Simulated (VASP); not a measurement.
# Ca (P6_3/mmc) in VASP: notebook

The runs below take Ca through single point, relaxation of shape and atoms at fixed volume, with PBE.

Everything below comes from runs of VASP 6.6.1. Logs are shortened: lines on timing, memory, paths and dates and some standing lists are left out, and cuts for length are marked.

### Step 1. The cell of the first run

It takes space group P6_3/mmc (No. 194, hexagonal). Conventional cell: a = 3.905 Å, b = 3.905 Å, c = 6.416 Å, α = 90.00°, β = 90.00°, γ = 120.00°. Ca (site symmetry -6m2) has 12 Ca at 3.91 to 3.92 Å within 5.1 Å.

### Step 2. Single point, PBE

INCAR

```
  PREC = Accurate
  ENCUT = 520
  EDIFF = 1E-6
  ISMEAR = 0
  SIGMA = 0.1
  LREAL = F
  LASPH = T
  NELM = 60
  ALGO = Normal
  ISIF = 2
  LWAVE = F
  LCHARG = F
  GGA = PE
  NBANDS = 17
```

KPOINTS

```
regular mesh
0
Gamma
  12 12 8
```

POSCAR

```
Ca
1.0
    3.9054038159      0.0000000000      0.0000000000
   -1.9527019080      3.3821789166      0.0000000000
    0.0000000000      0.0000000000      6.4163067814
Ca
2
Direct
    0.3333333333      0.6666666667      0.2500000000
    0.6666666667      0.3333333333      0.7500000000
```

Potentials or basis: VASP PAW PBE potentials, release 64 (Ca_sv).

Launch:

```
cat potpaw_PBE.64/Ca_sv/POTCAR > POTCAR
mpirun -np 1 vasp_std > vasp.out
```

OUTCAR:

```text
PREC = Accurate
   ENCUT = 520
   EDIFF = 1E-6
   ISMEAR = 0
   LREAL = F
   LASPH = T
   NELM = 60
   ISIF = 2
   GGA = PE

 ion  position               nearest neighbor table
   1  0.333  0.667  0.250-
   2  0.667  0.333  0.750-

  LATTYP: Found a hexagonal cell.
 ALAT       =     3.9054038159
 C/A-ratio  =     1.6429304328

  Lattice vectors:

 A1 = (   3.9054038159,   0.0000000000,   0.0000000000)
 A2 = (  -1.9527019080,   3.3821789166,   0.0000000000)
 A3 = (   0.0000000000,   0.0000000000,   6.4163067814)

Analysis of symmetry for initial positions (statically):
=====================================================================
 Subroutine PRICEL returns:
 Original cell was already a primitive cell.

 Routine SETGRP: Setting up the symmetry group for a
 hexagonal supercell.

 Subroutine GETGRP returns: Found 24 space group operations
 (whereof 12 operations were pure point group operations)
 out of a pool of 24 trial point group operations.

The static configuration has the point symmetry D_3d.
 The point group associated with its full space group is D_6h.

Analysis of symmetry for dynamics (positions and initial velocities):
=====================================================================
 Subroutine PRICEL returns:
 Original cell was already a primitive cell.

 Routine SETGRP: Setting up the symmetry group for a
 hexagonal supercell.

 Subroutine GETGRP returns: Found 24 space group operations
 (whereof 12 operations were pure point group operations)
 out of a pool of 24 trial point group operations.

The dynamic configuration has the point symmetry D_3d.
 The point group associated with its full space group is D_6h.

 Subroutine INISYM returns: Found 24 space group operations
 (whereof 12 operations are pure point group operations),
 and found     1 'primitive' translations

----------------------------------------------------------------------------------------

                                     Primitive cell

  volume of cell :      84.7515

  direct lattice vectors                    reciprocal lattice vectors
     3.905403816  0.000000000  0.000000000     0.256055468  0.147833693  0.000000000
    -1.952701908  3.382178917  0.000000000     0.000000000  0.295667386  0.000000000
     0.000000000  0.000000000  6.416306781     0.000000000  0.000000000  0.155852897

  length of vectors
     3.905403816  3.905403816  6.416306781     0.295667386  0.295667386  0.155852897

  position of ions in fractional coordinates (direct lattice)
     0.333333333  0.666666667  0.250000000
     0.666666667  0.333333333  0.750000000

  ion indices of the primitive-cell ions
   primitive index   ion index
                 1           1
                 2           2

----------------------------------------------------------------------------------------

 KPOINTS: regular mesh

Automatic generation of k-mesh.
 Grid dimensions read from file:
 generate k-points for:   12   12    8

 Generating k-lattice:

  Cartesian coordinates                     Fractional coordinates (reciprocal lattice)
     0.021337956  0.012319474  0.000000000     0.083333333 -0.000000000  0.000000000
     0.000000000  0.024638949  0.000000000     0.000000000  0.083333333  0.000000000
     0.000000000  0.000000000  0.019481612     0.000000000  0.000000000  0.125000000

  Length of vectors
     0.024638949  0.024638949  0.019481612

  Shift w.r.t. Gamma in fractional coordinates (k-lattice)
     0.000000000  0.000000000  0.000000000

 Subroutine IBZKPT returns following result:
 ===========================================

 Found     95 irreducible k-points:

 Following reciprocal coordinates:
            Coordinates               Weight
  0.000000  0.000000  0.000000      1.000000
  0.083333  0.000000  0.000000      6.000000
  0.166667  0.000000  0.000000      6.000000
  0.250000  0.000000  0.000000      6.000000
  0.333333 -0.000000  0.000000      6.000000
  0.416667  0.000000  0.000000      6.000000
[... 16 lines left out ...]
  0.250000  0.000000  0.125000     12.000000
  0.333333 -0.000000  0.125000     12.000000
 [... further k-points ...]
   k-points           NKPTS =     95   k-points in BZ     NKDIM =     95   number of bands    NBANDS=     17
   number of dos      NEDOS =    301   number of ions     NIONS =      2
   total plane-waves  NPLWV =  43200
   dimension x,y,z NGX =    30 NGY =   30 NGZ =   48
   dimension x,y,z NGXF=    60 NGYF=   60 NGZF=   96
   ions per type =               2
   NGX,Y,Z   is equivalent  to a cutoff of  12.77, 12.77, 12.44 a.u.
   NGXF,Y,Z  is equivalent  to a cutoff of  25.54, 25.54, 24.87 a.u.
 SYSTEM =  unknown system
   PREC   = accura    normal or accurate (medium, high low for compatibility)
   ISTART =      0    job   : 0-new  1-cont  2-samecut
   ICHARG =      2    charge: 1-file 2-atom 10-const
   ISPIN  =      1    spin polarized calculation?
   LNONCOLLINEAR =      F non collinear calculations
   LSORBIT =      F    spin-orbit coupling
   LASPH  =      T    aspherical Exc in radial PAW
   ENCUT  =  520.0 eV  38.22 Ry    6.18 a.u.   7.26  7.26 11.93*2*pi/ulx,y,z
   NELM   =     60;   NELMIN=  2; NELMDL= -5     # of ELM steps
   EDIFF  = 0.1E-05   stopping-criterion for ELM
   LREAL  =      F    real-space projection
   EDIFFG = 0.1E-04   stopping-criterion for IOM
   NSW    =      0    number of steps for IOM
   IBRION =     -1    ionic relax: 0-MD 1-quasi-New 2-CG
   NFREE  =      0    steps in history (QN), initial steepest desc. (CG)
   ISIF   =      2    stress and relaxation
   ISYM   =      2    0-nonsym 1-usesym 2-fastsym
   POTIM  = 0.5000    time-step for ionic-motion
   TEBEG  =    0.0;   TEEND  =   0.0 temperature during run
   PSTRESS=    0.0 pullay stress
   NELECT =      20.0000    total number of electrons
   NUPDOWN=      -1.0000    fix difference up-down
   EMIN   =  10.00;   EMAX   =-10.00  energy-range for DOS
   EFERMI =   0.00;   METHOD = LEGACY
   ISMEAR =     0;   SIGMA  =   0.10  broadening in eV -4-tet -1-fermi 0-gaus
   EFERMI_NEDOS =   21; number of points for ismear=-14 and -15
   IALGO  =     38    algorithm
   IMIX   =      4    mixing-type and parameters
     AMIX     =   0.40;   BMIX     =  1.00
     AMIX_MAG =   1.60;   BMIX_MAG =  1.00
  volume/ion in A,a.u.               =      42.38       285.97
  Fermi-wavevector in a.u.,A,eV,Ry     =   1.011662  1.911765 13.925030  1.023461
  Thomas-Fermi vector in A             =   2.144725
   LORBIT       =      0    0 simple, 1 ext, 2 COOP (PROOUT), +10 PAW based schemes
   GGA     = PE    functional components
   LHFCALC =     F    Hartree Fock is set to
   AEXX    =    0.0000 exact exchange contribution
   IVDW    =     0    specifies the selected vdW correction
   LEPSILON=     F    determine dielectric tensor
   LRPA    =     F    only Hartree local field effects (RPA)
 non-spin polarized calculation
 Gauss-broadening in eV      SIGMA  =   0.10
  energy-cutoff  :      520.00
  volume of cell :       84.75
 maximum number of plane-waves:      2301
 NGX is ok and might be reduce to    30
   NGX = 15   NGY = 15   NGZ = 23

 number of electron      19.9999992 magnetization

 Free energy of the ion-electron system (eV)
  ---------------------------------------------------
  ext. energy  EPLUGINS =         0.00000000
  ---------------------------------------------------
  free energy    TOTEN  =        -3.85792091 eV

  energy without entropy =       -3.84776650  energy(sigma->0) =       -3.85284371

 E-fermi :   2.0086     XC(G=0):  -7.7220

 val. band max:        1.9967830912   @ k =   0.3333  -0.0000   0.0000
 cond. band min:       2.0159763482   @ k =   0.2500   0.0833   0.0000
 fundamental gap:      0.0191932570
 Fermi energy:         2.0086011054

 k-point     1 :       0.0000    0.0000    0.0000
  band No.  band energies     occupation
      1     -40.0707      2.00000
      2     -40.0577      2.00000
      3     -21.1179      2.00000
      4     -21.0091      2.00000
      5     -21.0091      2.00000
      6     -20.9909      2.00000
[... 9 lines left out ...]
     16       4.5723      0.00000
     17       4.9765      0.00000

 k-point     2 :       0.0833    0.0000    0.0000
  band No.  band energies     occupation
      1     -40.0699      2.00000
      2     -40.0573      2.00000
      3     -21.1149      2.00000
      4     -21.0162      2.00000
      5     -21.0114      2.00000
      6     -20.9981      2.00000
[... 9 lines left out ...]
     16       4.6487      0.00000
     17       4.8831      0.00000

 k-point     3 :       0.1667    0.0000    0.0000
  band No.  band energies     occupation
      1     -40.0676      2.00000
      2     -40.0562      2.00000
      3     -21.1063      2.00000
      4     -21.0354      2.00000
      5     -21.0178      2.00000
      6     -21.0173      2.00000
[... 9 lines left out ...]
     16       4.6205      0.00000
     17       4.7228      0.00000

 k-point     4 :       0.2500    0.0000    0.0000
  band No.  band energies     occupation
      1     -40.0645      2.00000
      2     -40.0548      2.00000
      3     -21.0935      2.00000
      4     -21.0620      2.00000
      5     -21.0442      2.00000
      6     -21.0252      2.00000
[... 9 lines left out ...]
     16       4.8863      0.00000
     17       4.9353      0.00000
[... 343 lines left out ...]
      1     -40.0672      2.00000
      2     -40.0566      2.00000
      3     -21.1026      2.00000
      4     -21.0341      2.00000
      5     -21.0203      2.00000
      6     -21.0164      2.00000
[... 9 lines left out ...]
     16       4.7315      0.00000
     17       4.9086      0.00000

 k-point    23 :       0.2500    0.0000    0.1250
  band No.  band energies     occupation
      1     -40.0641      2.00000
      2     -40.0552      2.00000
      3     -21.0928      2.00000
      4     -21.0587      2.00000
      5     -21.0465      2.00000
      6     -21.0242      2.00000
[... 9 lines left out ...]
     16       4.9432      0.00000
     17       4.9612      0.00000

 k-point    24 :       0.3333   -0.0000    0.1250
  band No.  band energies     occupation
      1     -40.0608      2.00000
      2     -40.0539      2.00000
      3     -21.0951      2.00000
      4     -21.0748      2.00000
      5     -21.0667      2.00000
      6     -21.0318      2.00000
[... 9 lines left out ...]
     16       5.2498      0.00000
     17       5.3728      0.00000

 [... further k-points ...]

------------------------ aborting loop because EDIFF is reached ----------------------------------------

  FORCE on cell =-STRESS in cart. coord.  units (eV):
  Direction    XX          YY          ZZ          XY          YZ          ZX
  --------------------------------------------------------------------------------------
  -------------------------------------------------------------------------------------
  Total        0.0038141      0.0038141      0.0107212     -0.0000000      0.0000000      0.0000000
  in kB        0.0721031      0.0721031      0.2026777     -0.0000000      0.0000000      0.0000000
  external PRESSURE =       0.1156279 kB  Pullay stress =       0.0000000 kB

 VOLUME and BASIS-vectors are now :
 -----------------------------------------------------------------------------
  energy-cutoff  :      520.00
  volume of cell :       84.75
      direct lattice vectors                 reciprocal lattice vectors
     3.905403816  0.000000000  0.000000000     0.256055468  0.147833693  0.000000000
    -1.952701908  3.382178917  0.000000000     0.000000000  0.295667386  0.000000000
     0.000000000  0.000000000  6.416306781     0.000000000  0.000000000  0.155852897

 POSITION                                       TOTAL-FORCE (eV/Angst)
 -----------------------------------------------------------------------------------
     -0.00000      2.25479      1.60408        -0.000000     -0.000000      0.000000
      1.95270      1.12739      4.81223         0.000000      0.000000      0.000000
 -----------------------------------------------------------------------------------
    total drift:                               -0.000000      0.000000      0.000000

  FREE ENERGIE OF THE ION-ELECTRON SYSTEM (eV)
  ---------------------------------------------------
  free  energy   TOTEN  =        -3.8579209136 eV

  energy  without entropy=       -3.8477664988  energy(sigma->0) =       -3.85284371
```

It took 60 s on 1 thread of Intel Xeon 6975P-C (Granite Rapids), shared host; peak memory 0.26 GiB.

What came out:

```
Free energy            : -3.8579 eV
Pressure               : 0.0 GPa
Band gap on the k mesh : zero (band 10 reaches 2.26 eV, above the bottom of band 11 at 1.75 eV)
```

Levels at points of the mesh, in eV from the Fermi level:
```tsv
k point	band 8	band 9	band 10	band 11	band 12	band 13
(0.00, 0.00, 0.00)	-22.99	-4.09	-1.08	-0.25	2.23	2.26
(0.50, 0.00, 0.00)	-23.02	-1.14	-0.72	0.19	0.35	1.34
(0.00, 0.00, 0.50)	-23.01	-3.08	-3.08	1.35	1.35	2.25
(0.50, 0.00, 0.50)	-23.03	-0.71	-0.71	0.07	0.07	1.42
```

### Step 3. Relaxation of shape and atoms at fixed volume, PBE (volume scaled by 0.88)

INCAR

```
ALGO = Fast
EDIFF = 1E-7
EDIFFG = -0.01
ENCUT = 600
GGA = PE
IBRION = 2
ISIF = 4
ISMEAR = 0
LASPH = True
LCHARG = False
LREAL = False
LWAVE = False
NELM = 100
NSW = 50
PREC = Accurate
SIGMA = 0.1
```

KPOINTS

```
k-points
0
Gamma
  12 12 8
```

POSCAR

```
Ca
1.0
    3.7392845529      0.0000000000      0.0000000000
   -1.8696422765      3.2383154148      0.0000000000
    0.0000000000      0.0000000000      6.1591765679
Ca
2
Direct
    0.3333333333      0.6666666667      0.2500000000
    0.6666666667      0.3333333333      0.7500000000
```

Potentials or basis: VASP PAW PBE potentials, release 64 (Ca_sv).

Launch:

```
cat potpaw_PBE.64/Ca_sv/POTCAR > POTCAR
mpirun -np 1 vasp_std > vasp.out
```

Run time: 2 min. Hardware: 1 thread of Intel Xeon 6975P-C (Granite Rapids), shared host; peak memory 0.28 GiB.

Results (log left out):

- Free energy: -3.7760 eV
- Energy gained by relaxing: 0.1 meV/atom
- Ionic steps: 3
- Pressure after relaxing: 2.8 GPa
- Band gap on the k mesh: zero (band 10 reaches 2.73 eV, above the bottom of band 11 at 2.32 eV)

Step by step:
```tsv
step	energy change (eV)	largest force (eV/Å)	pressure (GPa)	volume (Å³)
1	0.0000	0.0000	2.76	74.58
2	-0.0001	0.0000	2.77	74.58
3	-0.0001	0.0000	2.77	74.58
```

Final structure:
```
Ca
1.0
     3.73591    0.00000    0.00000
    -1.86795    3.23539    0.00000
     0.00000    0.00000    6.17032
Ca
2
Direct
  0.33333 0.66667 0.25000
  0.66667 0.33333 0.75000
```

Levels at points of the mesh, in eV from the Fermi level:
```csv
k point,band 8,band 9,band 10,band 11,band 12,band 13
"(0.00, 0.00, 0.00)",-22.67,-4.31,-1.15,-0.16,2.37,2.43
"(0.50, 0.00, 0.00)",-22.72,-1.14,-0.68,0.08,0.30,1.46
"(0.00, 0.00, 0.50)",-22.70,-3.20,-3.20,1.40,1.40,2.42
"(0.50, 0.00, 0.50)",-22.73,-0.79,-0.79,0.20,0.20,1.49
```

Caveat: the cell differs from its parent crystal (volume scaled by 0.88).
